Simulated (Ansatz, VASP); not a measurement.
## One calculation of Be3Se2O, two programs

```
Be Se O
1.0
     2.85000    1.64545    3.07211
    -2.85000    1.64545    3.07211
     0.00000   -3.29090    3.07211
Be Se O
3 2 1
Cartesian
  -1.4250 0.8227 1.5361
  1.4250 0.8227 1.5361
  0.0000 -1.6455 1.5361
  0.0000 0.0000 6.3236
  0.0000 0.0000 2.8927
  0.0000 0.0000 0.0000
```

Change from the starting cell: species swapped into the Tb2FeCo3 type (R-3m, No. 166).

Alike in both runs: functional PBE; k mesh 3 × 3 × 3; occupations gaussian, width 0.15 eV; no spin polarisation.

Ansatz relaxed the structure, and its values are those at the end. VASP's run is a single point on that final structure, the one shown.

```csv
,VASP,Ansatz
version,VASP 6.6.1,Ansatz 0.2.0
potentials or method,"VASP PAW PBE potentials, release 64 (Be, Se, O), cutoff 600 eV","scalar-relativistic, plane waves, PAW"
valence electrons in the cell,24,44
```

|  | VASP | Ansatz | Ansatz less VASP |
| --- | --- | --- | --- |
| gap on the k mesh at the Fermi level (eV) | 1.30 | 1.30 | +0.003 |
| least direct gap on the mesh (eV) | 2.46 | 2.46 | +0.001 |
| pressure (GPa) | 0.7 | 0.5 | -0.13 |
| rms of the force components (eV/Å) | 0.000 | 0.011 | +0.0114 |

VASP's potentials hold 24 valence electrons a cell and Ansatz's 44, so a difference there can come from the potentials and not from the codes.

The k mesh is coarse, so the values compare programs but aren't converged.
